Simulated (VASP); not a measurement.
# Ba (I4/mcm) in VASP: single point with PBEsol

Aim: the single point of Ba with PBEsol.

All numbers are computed with VASP 6.6.1; they aren't measurements. Logs are shortened: lines on timing, memory, paths and dates and some standing lists are left out, and cuts for length are marked.

## Step 1: The cell of the first run

Symmetry: I4/mcm, No. 140, tetragonal system. Conventional cell: a = 8.262 Å, b = 8.262 Å, c = 7.674 Å, α = 90.00°, β = 90.00°, γ = 90.00°. Within 5.5 Å of Ba (site symmetry m2m) lie 11 Ba at 4.15 to 4.87 Å.

## Step 2: Single point, PBEsol

INCAR reads:

```
PREC = Accurate
ENCUT = 500
EDIFF = 1E-6
ISMEAR = -1
SIGMA = 0.02
LREAL = False
LASPH = True
NELM = 120
ALGO = Normal
ISIF = 2
LWAVE = False
LCHARG = True
GGA = PS
LELF = True
LVHAR = True
NBANDS = 28
GGA_COMPAT = False
```

KPOINTS reads:

```
Automatic mesh
0
Gamma
  3 3 3
```

POSCAR reads:

```
Ba
1.0
   -4.1311950000      4.1311950000      3.8367700000
    4.1311950000     -4.1311950000      3.8367700000
    4.1311950000      4.1311950000     -3.8367700000
Ba
4
Direct
    0.8181400000      0.6818600000      0.5000000000
    0.6818600000      0.1818600000      0.8637200000
    0.1818600000      0.3181400000      0.5000000000
    0.3181400000      0.8181400000      0.1362800000
```

Potentials or basis: VASP PAW PBE potentials, release 64 (Ba_sv).

The run is started by

```console
$ cat potpaw_PBE.64/Ba_sv/POTCAR > POTCAR
$ mpirun -np 1 vasp_std > vasp.out
```

OUTCAR:

```text
PREC = Accurate
   ENCUT = 500
   EDIFF = 1E-6
   ISMEAR = -1
   LREAL = False
   LASPH = True
   NELM = 120
   ISIF = 2
   GGA = PS

 ion  position               nearest neighbor table
   1  0.818  0.682  0.500-   3 4.15   3 4.15   3 4.25   4 4.28   2 4.28   2 4.28   4 4.28
   2  0.682  0.182  0.864-   4 4.15   4 4.15   4 4.25   1 4.28   3 4.28   1 4.28   3 4.28
   3  0.182  0.318  0.500-   1 4.15   1 4.15   1 4.25   2 4.28   4 4.28   4 4.28   2 4.28
   4  0.318  0.818  0.136-   2 4.15   2 4.15   2 4.25   3 4.28   3 4.28   1 4.28   1 4.28

  LATTYP: Found a body centered tetragonal cell.
 ALAT       =     8.2623900000
 C/A-ratio  =     0.9287312751

  Lattice vectors:

 A1 = (  -4.1311950000,   4.1311950000,   3.8367700000)
 A2 = (   4.1311950000,  -4.1311950000,   3.8367700000)
 A3 = (   4.1311950000,   4.1311950000,  -3.8367700000)

Analysis of symmetry for initial positions (statically):
=====================================================================
 Subroutine PRICEL returns:
 Original cell was already a primitive cell.

 Routine SETGRP: Setting up the symmetry group for a
 body centered tetragonal supercell.

 Subroutine GETGRP returns: Found 16 space group operations
 (whereof  8 operations were pure point group operations)
 out of a pool of 16 trial point group operations.

The static configuration has the point symmetry C_4h.
 The point group associated with its full space group is D_4h.

Analysis of symmetry for dynamics (positions and initial velocities):
=====================================================================
 Subroutine PRICEL returns:
 Original cell was already a primitive cell.

 Routine SETGRP: Setting up the symmetry group for a
 body centered tetragonal supercell.

 Subroutine GETGRP returns: Found 16 space group operations
 (whereof  8 operations were pure point group operations)
 out of a pool of 16 trial point group operations.

The dynamic configuration has the point symmetry C_4h.
 The point group associated with its full space group is D_4h.

 Subroutine INISYM returns: Found 16 space group operations
 (whereof  8 operations are pure point group operations),
 and found     1 'primitive' translations

----------------------------------------------------------------------------------------

                                     Primitive cell

  volume of cell :     261.9251

  direct lattice vectors                    reciprocal lattice vectors
    -4.131195000  4.131195000  3.836770000     0.000000000  0.121030356  0.130317950
     4.131195000 -4.131195000  3.836770000     0.121030356  0.000000000  0.130317950
     4.131195000  4.131195000 -3.836770000     0.121030356  0.121030356  0.000000000

  length of vectors
     6.989588564  6.989588564  6.989588564     0.177851385  0.177851385  0.171162770

  position of ions in fractional coordinates (direct lattice)
     0.818140000  0.681860000  0.500000000
     0.681860000  0.181860000  0.863720000
     0.181860000  0.318140000  0.500000000
     0.318140000  0.818140000  0.136280000

  ion indices of the primitive-cell ions
   primitive index   ion index
                 1           1
                 2           2
                 3           3
                 4           4

----------------------------------------------------------------------------------------

 KPOINTS: Automatic mesh

Automatic generation of k-mesh.
 Grid dimensions read from file:
 generate k-points for:    3    3    3

 Generating k-lattice:

  Cartesian coordinates                     Fractional coordinates (reciprocal lattice)
     0.000000000  0.040343452  0.043439317     0.333333333  0.000000000 -0.000000000
     0.040343452  0.000000000  0.043439317     0.000000000  0.333333333 -0.000000000
     0.040343452  0.040343452  0.000000000     0.000000000  0.000000000  0.333333333

  Length of vectors
     0.059283795  0.059283795  0.057054257

  Shift w.r.t. Gamma in fractional coordinates (k-lattice)
     0.000000000  0.000000000  0.000000000

 Subroutine IBZKPT returns following result:
 ===========================================

 Found      6 irreducible k-points:

 Following reciprocal coordinates:
            Coordinates               Weight
  0.000000  0.000000  0.000000      1.000000
  0.333333  0.000000  0.000000      8.000000
  0.333333  0.333333  0.000000      8.000000
 -0.333333  0.333333  0.000000      4.000000
 -0.333333  0.333333  0.333333      4.000000
 -0.333333 -0.333333  0.333333      2.000000
   k-points           NKPTS =      6   k-points in BZ     NKDIM =      6   number of bands    NBANDS=     28
   number of dos      NEDOS =    301   number of ions     NIONS =      4
   total plane-waves  NPLWV = 157464
   dimension x,y,z NGX =    54 NGY =   54 NGZ =   54
   dimension x,y,z NGXF=   108 NGYF=  108 NGZF=  108
   ions per type =               4
   NGX,Y,Z   is equivalent  to a cutoff of  12.84, 12.84, 12.84 a.u.
   NGXF,Y,Z  is equivalent  to a cutoff of  25.69, 25.69, 25.69 a.u.
 SYSTEM =  unknown system
   PREC   = accura    normal or accurate (medium, high low for compatibility)
   ISTART =      0    job   : 0-new  1-cont  2-samecut
   ICHARG =      2    charge: 1-file 2-atom 10-const
   ISPIN  =      1    spin polarized calculation?
   LNONCOLLINEAR =      F non collinear calculations
   LSORBIT =      F    spin-orbit coupling
   LASPH  =      T    aspherical Exc in radial PAW
   ENCUT  =  500.0 eV  36.75 Ry    6.06 a.u.  12.74 12.74 12.74*2*pi/ulx,y,z
   NELM   =    120;   NELMIN=  2; NELMDL= -5     # of ELM steps
   EDIFF  = 0.1E-05   stopping-criterion for ELM
   LREAL  =      F    real-space projection
   EDIFFG = 0.1E-04   stopping-criterion for IOM
   NSW    =      0    number of steps for IOM
   IBRION =     -1    ionic relax: 0-MD 1-quasi-New 2-CG
   NFREE  =      0    steps in history (QN), initial steepest desc. (CG)
   ISIF   =      2    stress and relaxation
   ISYM   =      2    0-nonsym 1-usesym 2-fastsym
   POTIM  = 0.5000    time-step for ionic-motion
   TEBEG  =    0.0;   TEEND  =   0.0 temperature during run
   PSTRESS=    0.0 pullay stress
   NELECT =      40.0000    total number of electrons
   NUPDOWN=      -1.0000    fix difference up-down
   EMIN   =  10.00;   EMAX   =-10.00  energy-range for DOS
   EFERMI =   0.00;   METHOD = LEGACY
   ISMEAR =    -1;   SIGMA  =   0.02  broadening in eV -4-tet -1-fermi 0-gaus
   EFERMI_NEDOS =   21; number of points for ismear=-14 and -15
   IALGO  =     38    algorithm
   IMIX   =      4    mixing-type and parameters
     AMIX     =   0.40;   BMIX     =  1.00
     AMIX_MAG =   1.60;   BMIX_MAG =  1.00
  volume/ion in A,a.u.               =      65.48       441.89
  Fermi-wavevector in a.u.,A,eV,Ry     =   0.875056  1.653616 10.418291  0.765723
  Thomas-Fermi vector in A             =   1.994673
   LORBIT       =      0    0 simple, 1 ext, 2 COOP (PROOUT), +10 PAW based schemes
   GGA     = PS    functional components
   LHFCALC =     F    Hartree Fock is set to
   AEXX    =    0.0000 exact exchange contribution
   IVDW    =     0    specifies the selected vdW correction
   LEPSILON=     F    determine dielectric tensor
   LRPA    =     F    only Hartree local field effects (RPA)
 non-spin polarized calculation
  energy-cutoff  :      500.00
  volume of cell :      261.93
 maximum number of plane-waves:      6689
 NGX is ok and might be reduce to    54
   NGX = 25   NGY = 25   NGZ = 25

 number of electron      40.0000001 magnetization

 Free energy of the ion-electron system (eV)
  ---------------------------------------------------
  ext. energy  EPLUGINS =         0.00000000
  ---------------------------------------------------
  free energy    TOTEN  =        -7.97722076 eV

  energy without entropy =       -7.97134957  energy(sigma->0) =       -7.97428517

 E-fermi :   1.3753     XC(G=0):  -7.3595

 val. band max:        1.3448911882   @ k =  -0.3333   0.3333   0.0000
 cond. band min:       1.4061796321   @ k =  -0.3333   0.3333   0.3333
 fundamental gap:      0.0612884439
 Fermi energy:         1.3753309075

 k-point     1 :       0.0000    0.0000    0.0000
  band No.  band energies     occupation
      1     -27.6053      2.00000
      2     -27.5515      2.00000
      3     -27.5332      2.00000
      4     -27.5332      2.00000
      5     -12.9901      2.00000
      6     -12.8928      2.00000
[... 20 lines left out ...]
     27       2.8737      0.00000
     28       2.9622      0.00000

 k-point     2 :       0.3333    0.0000    0.0000
  band No.  band energies     occupation
      1     -27.5866      2.00000
      2     -27.5536      2.00000
      3     -27.5447      2.00000
      4     -27.5386      2.00000
      5     -12.9984      2.00000
      6     -12.9617      2.00000
[... 20 lines left out ...]
     27       2.6955      0.00000
     28       2.7973      0.00000

 k-point     3 :       0.3333    0.3333    0.0000
  band No.  band energies     occupation
      1     -27.5683      2.00000
      2     -27.5603      2.00000
      3     -27.5580      2.00000
      4     -27.5369      2.00000
      5     -12.9780      2.00000
      6     -12.8849      2.00000
[... 20 lines left out ...]
     27       2.7470      0.00000
     28       2.8332      0.00000

 k-point     4 :      -0.3333    0.3333    0.0000
  band No.  band energies     occupation
      1     -27.5888      2.00000
      2     -27.5599      2.00000
      3     -27.5414      2.00000
      4     -27.5333      2.00000
      5     -12.9256      2.00000
      6     -12.9158      2.00000
[... 20 lines left out ...]
     27       2.8429      0.00000
     28       3.0800      0.00000

 k-point     5 :      -0.3333    0.3333    0.3333
  band No.  band energies     occupation
      1     -27.5770      2.00000
      2     -27.5641      2.00000
      3     -27.5549      2.00000
      4     -27.5275      2.00000
      5     -12.9973      2.00000
      6     -12.9860      2.00000
[... 20 lines left out ...]
     27       2.8497      0.00000
     28       3.0463      0.00000

 k-point     6 :      -0.3333   -0.3333    0.3333
  band No.  band energies     occupation
      1     -27.5746      2.00000
      2     -27.5579      2.00000
      3     -27.5579      2.00000
      4     -27.5332      2.00000
      5     -13.0475      2.00000
      6     -12.9184      2.00000
[... 20 lines left out ...]
     27       3.0221      0.00000
     28       3.0355      0.00000

------------------------ aborting loop because EDIFF is reached ----------------------------------------

  FORCE on cell =-STRESS in cart. coord.  units (eV):
  Direction    XX          YY          ZZ          XY          YZ          ZX
  --------------------------------------------------------------------------------------
  -------------------------------------------------------------------------------------
  Total       -0.8598773     -0.8598773     -0.9989288      0.0000000      0.0000000      0.0000000
  in kB       -5.2598084     -5.2598084     -6.1103765      0.0000000      0.0000000      0.0000000
  external PRESSURE =      -5.5433311 kB  Pullay stress =       0.0000000 kB

 VOLUME and BASIS-vectors are now :
 -----------------------------------------------------------------------------
  energy-cutoff  :      500.00
  volume of cell :      261.93
      direct lattice vectors                 reciprocal lattice vectors
    -4.131195000  4.131195000  3.836770000     0.000000000  0.121030356  0.130317950
     4.131195000 -4.131195000  3.836770000     0.121030356  0.000000000  0.130317950
     4.131195000  4.131195000 -3.836770000     0.121030356  0.121030356  0.000000000

 POSITION                                       TOTAL-FORCE (eV/Angst)
 -----------------------------------------------------------------------------------
      1.50260      2.62860      3.83677        -0.091419      0.091419      0.000000
      1.50260      5.63379      0.00000        -0.091419     -0.091419     -0.000000
      2.62860      1.50260      0.00000         0.091419     -0.091419      0.000000
      2.62860     -1.50260      3.83677         0.091419      0.091419      0.000000
 -----------------------------------------------------------------------------------
    total drift:                                0.000000      0.000000     -0.000000

  FREE ENERGIE OF THE ION-ELECTRON SYSTEM (eV)
  ---------------------------------------------------
  free  energy   TOTEN  =        -7.9772207590 eV

  energy  without entropy=       -7.9713495736  energy(sigma->0) =       -7.97428517
```

Run time: 2.2 min. Hardware: 1 thread of Intel Xeon 8259CL, shared host; peak memory 0.37 GiB.

Results:

```
Free energy            : -7.9772 eV
Pressure               : -0.6 GPa
Largest force          : 0.129 eV/Å
Band gap on the k mesh : zero (bands 20 and 21 overlap by 0.06 eV)
```

Forces in eV/Å, atoms in the order of the input:
```
Ba  -0.091  0.091  0.000
Ba  -0.091 -0.091  0.000
Ba   0.091 -0.091  0.000
Ba   0.091  0.091  0.000
```

Stress tensor (GPa, compression positive):
```
-0.53  0.00  0.00
 0.00 -0.53  0.00
 0.00  0.00 -0.61
```

Caveat: the k points lie up to 0.37 Å⁻¹ apart; the PAW data sets were made with another functional, which shifts forces and pressure a little; spin-orbit coupling is left out, which moves the levels of the heavy elements.

The gap in the log of VASP goes by the Fermi energy; the results here count the filled bands.